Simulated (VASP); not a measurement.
# Ge (Fd-3m) in VASP: further runs, part 2 of 2

VASP 6.6.1.

### Step 3. Relaxation of cell and atoms, PBE, target pressure 390 GPa, at which the enthalpy is minimised

This run uses another cell than the first one, of 8.47 Å³/atom, 0.870 times its volume.

INCAR reads:

```
PREC = Accurate
ENCUT = 600
EDIFF = 1E-7
ISMEAR = -1
SIGMA = 0.1
LREAL = F
LASPH = T
NELM = 80
ALGO = Normal
ISIF = 3
LWAVE = F
LCHARG = F
GGA = PE
IBRION = 2
NSW = 60
EDIFFG = -0.005
PSTRESS = 3900.0
```

KPOINTS reads:

```
regular mesh
0
Gamma
  15 15 15
```

POSCAR reads:

```
Ge
1.0
    0.0000000000      2.0384353402      2.0384353402
    2.0384353402      0.0000000000      2.0384353402
    2.0384353402      2.0384353402      0.0000000000
Ge
2
Direct
   -0.1250000000     -0.1250000000     -0.1250000000
    0.1250000000      0.1250000000      0.1250000000
```

Potentials or basis: VASP PAW PBE potentials, release 64 (Ge_d).

Command:

```sh
> cat potpaw_PBE.64/Ge_d/POTCAR > POTCAR
> mpirun -np 1 vasp_std > vasp.out
```

OUTCAR:

```text
PREC = Accurate
   ENCUT = 600
   EDIFF = 1E-7
   ISMEAR = -1
   LREAL = F
   LASPH = T
   NELM = 80
   ISIF = 3
   GGA = PE
   IBRION = 2
   NSW = 60
   EDIFFG = -0.005
   PSTRESS = 3900.0

 ion  position               nearest neighbor table
   1  0.875  0.875  0.875-   2 1.77   2 1.77   2 1.77   2 1.77
   2  0.125  0.125  0.125-   1 1.77   1 1.77   1 1.77   1 1.77

  LATTYP: Found a face centered cubic cell.
 ALAT       =     4.0768706804

  Lattice vectors:

 A1 = (   0.0000000000,   2.0384353402,   2.0384353402)
 A2 = (   2.0384353402,   0.0000000000,   2.0384353402)
 A3 = (   2.0384353402,   2.0384353402,   0.0000000000)

Analysis of symmetry for initial positions (statically):
=====================================================================
 Subroutine PRICEL returns:
 Original cell was already a primitive cell.

 Routine SETGRP: Setting up the symmetry group for a
 face centered cubic supercell.

 Subroutine GETGRP returns: Found 48 space group operations
 (whereof 12 operations were pure point group operations)
 out of a pool of 48 trial point group operations.

The static configuration has the point symmetry D_3d.
 The point group associated with its full space group is O_h .

Analysis of symmetry for dynamics (positions and initial velocities):
=====================================================================
 Subroutine PRICEL returns:
 Original cell was already a primitive cell.

 Routine SETGRP: Setting up the symmetry group for a
 face centered cubic supercell.

 Subroutine GETGRP returns: Found 48 space group operations
 (whereof 12 operations were pure point group operations)
 out of a pool of 48 trial point group operations.

The dynamic configuration has the point symmetry D_3d.
 The point group associated with its full space group is O_h .

 Subroutine INISYM returns: Found 48 space group operations
 (whereof 12 operations are pure point group operations),
 and found     1 'primitive' translations

----------------------------------------------------------------------------------------

                                     Primitive cell

  volume of cell :      16.9403

  direct lattice vectors                    reciprocal lattice vectors
     0.000000000  2.038435340  2.038435340    -0.245286171  0.245286171  0.245286171
     2.038435340  0.000000000  2.038435340     0.245286171 -0.245286171  0.245286171
     2.038435340  2.038435340  0.000000000     0.245286171  0.245286171 -0.245286171

  length of vectors
     2.882782904  2.882782904  2.882782904     0.424848111  0.424848111  0.424848111

  position of ions in fractional coordinates (direct lattice)
     0.875000000  0.875000000  0.875000000
     0.125000000  0.125000000  0.125000000

  ion indices of the primitive-cell ions
   primitive index   ion index
                 1           1
                 2           2

----------------------------------------------------------------------------------------

 KPOINTS: regular mesh

Automatic generation of k-mesh.
 Grid dimensions read from file:
 generate k-points for:   15   15   15

 Generating k-lattice:

  Cartesian coordinates                     Fractional coordinates (reciprocal lattice)
    -0.016352411  0.016352411  0.016352411     0.066666667  0.000000000  0.000000000
     0.016352411 -0.016352411  0.016352411     0.000000000  0.066666667  0.000000000
     0.016352411  0.016352411 -0.016352411     0.000000000  0.000000000  0.066666667

  Length of vectors
     0.028323207  0.028323207  0.028323207

  Shift w.r.t. Gamma in fractional coordinates (k-lattice)
     0.000000000  0.000000000  0.000000000

 Subroutine IBZKPT returns following result:
 ===========================================

 Found    120 irreducible k-points:

 Following reciprocal coordinates:
            Coordinates               Weight
  0.000000  0.000000  0.000000      1.000000
  0.066667  0.000000  0.000000      8.000000
  0.133333  0.000000  0.000000      8.000000
  0.200000  0.000000  0.000000      8.000000
  0.266667  0.000000  0.000000      8.000000
  0.333333  0.000000  0.000000      8.000000
[... 16 lines left out ...]
  0.133333  0.133333  0.000000      6.000000
  0.200000  0.133333  0.000000     24.000000
 [... further k-points ...]
   k-points           NKPTS =    120   k-points in BZ     NKDIM =    120   number of bands    NBANDS=     18
   number of dos      NEDOS =    301   number of ions     NIONS =      2
   total plane-waves  NPLWV =  13824
   dimension x,y,z NGX =    24 NGY =   24 NGZ =   24
   dimension x,y,z NGXF=    48 NGYF=   48 NGZF=   48
   ions per type =               2
   NGX,Y,Z   is equivalent  to a cutoff of  13.84, 13.84, 13.84 a.u.
   NGXF,Y,Z  is equivalent  to a cutoff of  27.68, 27.68, 27.68 a.u.
 SYSTEM =  unknown system
   PREC   = accura    normal or accurate (medium, high low for compatibility)
   ISTART =      0    job   : 0-new  1-cont  2-samecut
   ICHARG =      2    charge: 1-file 2-atom 10-const
   ISPIN  =      1    spin polarized calculation?
   LNONCOLLINEAR =      F non collinear calculations
   LSORBIT =      F    spin-orbit coupling
   LASPH  =      T    aspherical Exc in radial PAW
   ENCUT  =  600.0 eV  44.10 Ry    6.64 a.u.   5.76  5.76  5.76*2*pi/ulx,y,z
   NELM   =     80;   NELMIN=  2; NELMDL= -5     # of ELM steps
   EDIFF  = 0.1E-06   stopping-criterion for ELM
   LREAL  =      F    real-space projection
   EDIFFG = -.5E-02   stopping-criterion for IOM
   NSW    =     60    number of steps for IOM
   IBRION =      2    ionic relax: 0-MD 1-quasi-New 2-CG
   NFREE  =      1    steps in history (QN), initial steepest desc. (CG)
   ISIF   =      3    stress and relaxation
   ISYM   =      2    0-nonsym 1-usesym 2-fastsym
   POTIM  = 0.5000    time-step for ionic-motion
   TEBEG  =    0.0;   TEEND  =   0.0 temperature during run
   PSTRESS= 3900.0 pullay stress
   NELECT =      28.0000    total number of electrons
   NUPDOWN=      -1.0000    fix difference up-down
   EMIN   =  10.00;   EMAX   =-10.00  energy-range for DOS
   EFERMI =   0.00;   METHOD = LEGACY
   ISMEAR =    -1;   SIGMA  =   0.10  broadening in eV -4-tet -1-fermi 0-gaus
   EFERMI_NEDOS =   21; number of points for ismear=-14 and -15
   IALGO  =     38    algorithm
   IMIX   =      4    mixing-type and parameters
     AMIX     =   0.40;   BMIX     =  1.00
     AMIX_MAG =   1.60;   BMIX_MAG =  1.00
  volume/ion in A,a.u.               =       8.47        57.16
  Fermi-wavevector in a.u.,A,eV,Ry     =   1.935622  3.657795 50.976035  3.746633
  Thomas-Fermi vector in A             =   2.966635
   LORBIT       =      0    0 simple, 1 ext, 2 COOP (PROOUT), +10 PAW based schemes
   GGA     = PE    functional components
   LHFCALC =     F    Hartree Fock is set to
   AEXX    =    0.0000 exact exchange contribution
   IVDW    =     0    specifies the selected vdW correction
   LEPSILON=     F    determine dielectric tensor
   LRPA    =     F    only Hartree local field effects (RPA)
 conjugate gradient relaxation of ions
 non-spin polarized calculation
  energy-cutoff  :      600.00
  volume of cell :       16.94
 maximum number of plane-waves:       578
   NGX = 11   NGY = 11   NGZ = 11

--------------------------------------- Ionic step        1  -------------------------------------------

 number of electron      28.0000019 magnetization

 Free energy of the ion-electron system (eV)
  ---------------------------------------------------
  ext. energy  EPLUGINS =         0.00000000
  ---------------------------------------------------
  free energy    TOTEN  =        15.20895150 eV

  energy without entropy =       15.22122491  energy(sigma->0) =       15.21508821

------------------------ aborting loop because EDIFF is reached ----------------------------------------

  FORCE on cell =-STRESS in cart. coord.  units (eV):
  Direction    XX          YY          ZZ          XY          YZ          ZX
  --------------------------------------------------------------------------------------
  -------------------------------------------------------------------------------------
  Total       68.3810795     68.3810795     68.3810795     -0.0000000      0.0000000     -0.0000000
  in kB     6467.3403824   6467.3403824   6467.3403824     -0.0000000      0.0000000     -0.0000000
  external PRESSURE =    2567.3403824 kB  Pullay stress =    3900.0000000 kB
[... 25 lines left out ...]
--------------------------------------- Ionic step        2  -------------------------------------------

 number of electron      28.0000237 magnetization

 E-fermi :   0.8477     XC(G=0):  -7.6617

 val. band max:        0.8393265825   @ k =  -0.4000   0.0667   0.0000
 cond. band min:       0.8628714039   @ k =   0.4667   0.0667   0.0000
 fundamental gap:      0.0235448214
 Fermi energy:         0.8476991725

 k-point     1 :       0.0000    0.0000    0.0000
  band No.  band energies     occupation
      1     -24.1955      2.00000
      2     -24.1955      2.00000
      3     -24.1955      2.00000
      4     -24.1268      2.00000
      5     -24.1268      2.00000
      6     -24.0809      2.00000
[... 608 lines left out ...]
--------------------------------------- Ionic step        5  -------------------------------------------

 number of electron      28.0000026 magnetization

 Free energy of the ion-electron system (eV)
  ---------------------------------------------------
  ext. energy  EPLUGINS =         0.00000000
  ---------------------------------------------------
  free energy    TOTEN  =         6.10019342 eV

  energy without entropy =        6.10927461  energy(sigma->0) =        6.10473402

 E-fermi :  16.8150     XC(G=0): -14.5923

 val. band max:       16.7892702298   @ k =  -0.4000   0.4000   0.0000
 cond. band min:      16.8357785587   @ k =   0.0667   0.0667   0.0000
 fundamental gap:      0.0465083289
 Fermi energy:        16.8150152429

 k-point     1 :       0.0000    0.0000    0.0000
  band No.  band energies     occupation
      1     -11.4539      2.00000
      2     -11.4539      2.00000
      3     -11.4539      2.00000
      4     -11.3454      2.00000
      5     -11.3454      2.00000
      6      -9.9851      2.00000
[... 528 lines left out ...]
  energy  without entropy=        6.1092746136  energy(sigma->0) =        6.10473402

  enthalpy is  TOTEN    =        54.3487568922 eV   P V=       48.2485634692

 reached required accuracy - stopping structural energy minimisation
```

OSZICAR:

```text
N       E                     dE             d eps       ncg     rms          rms(c)
DAV:   1     0.163484616022E+03    0.16348E+03   -0.14854E+04  5098   0.562E+03
DAV:   2     0.263659910517E+02   -0.13712E+03   -0.13407E+03  4320   0.549E+02
DAV:   3     0.141233140010E+02   -0.12243E+02   -0.12124E+02  4556   0.133E+02
[... 63 lines left out ...]
DAV:   3     0.610008782044E+01    0.17145E-02   -0.21474E-03  6300   0.134E+00    0.700E-02
DAV:   4     0.610019321259E+01    0.10539E-03   -0.33272E-04  5570   0.469E-01    0.171E-02
DAV:   5     0.610019443012E+01    0.12175E-05   -0.24748E-05  5648   0.139E-01    0.133E-02
DAV:   6     0.610019333877E+01   -0.10914E-05   -0.24265E-06  5616   0.403E-02    0.559E-04
DAV:   7     0.610019342300E+01    0.84229E-07   -0.12487E-07  3018   0.368E-03
   5 F= 0.54348757E+02 E0= 0.54353297E+02  d E =-.209603E+01
```

CONTCAR:

```text
Ge
   1.00000000000000
    -0.0000000000000000    2.1479959377426505    2.1479959377426505
     2.1479959377426505   -0.0000000000000000    2.1479959377426505
     2.1479959377426505    2.1479959377426505   -0.0000000000000000
  Ge
     2
Direct
     0.8750000000000000    0.8750000000000000    0.8750000000000000
     0.1250000000000000    0.1250000000000000    0.1250000000000000

  0.00000000E+00  0.00000000E+00  0.00000000E+00
  0.00000000E+00  0.00000000E+00  0.00000000E+00
```

Run time: 3.2 min. Hardware: 1 thread of Intel Xeon Platinum 8488C (Sapphire Rapids), shared host; peak memory 0.16 GiB.

Results:

```yaml
Free_energy: 6.1002 eV
Relaxed_volume: 9.91 Å³/atom
Relaxed_cell: a = 3.038 Å, b = 3.038 Å, c = 3.038 Å, α = 60.00°, β = 60.00°, γ = 60.00°
Space_group_after_relaxing_to_0.05_Å: Fd-3m (No. 227)
Energy_change_on_relaxing_the_enthalpy_is_what_falls: -4554.4 meV/atom
Ionic_steps: 5
Pressure_after_relaxing: 390.0 GPa
Band_gap_on_the_k_mesh: zero (band 14 reaches 18.13 eV, above the bottom of band 15 at 16.21 eV)
```

The path:
```tsv
step	energy change (eV)	largest force (eV/Å)	pressure (GPa)	volume (Å³)
1	0.0000	0.0000	646.73	16.94
2	-20.0543	0.0000	-49.82	76.76
3	-11.7662	0.0000	317.97	21.03
4	-9.3373	0.0000	383.77	19.92
5	-9.1088	0.0000	389.97	19.82
```

Final structure:
```
Ge
1.0
     0.00000    2.14800    2.14800
     2.14800    0.00000    2.14800
     2.14800    2.14800    0.00000
Ge
2
Cartesian
  3.7590 3.7590 3.7590
  0.5370 0.5370 0.5370
```

Caveat: the cell is relaxed towards a set pressure, so the enthalpy falls and the energy may rise; the volume moved by over 15 % at a fixed basis, so the end points are rough.
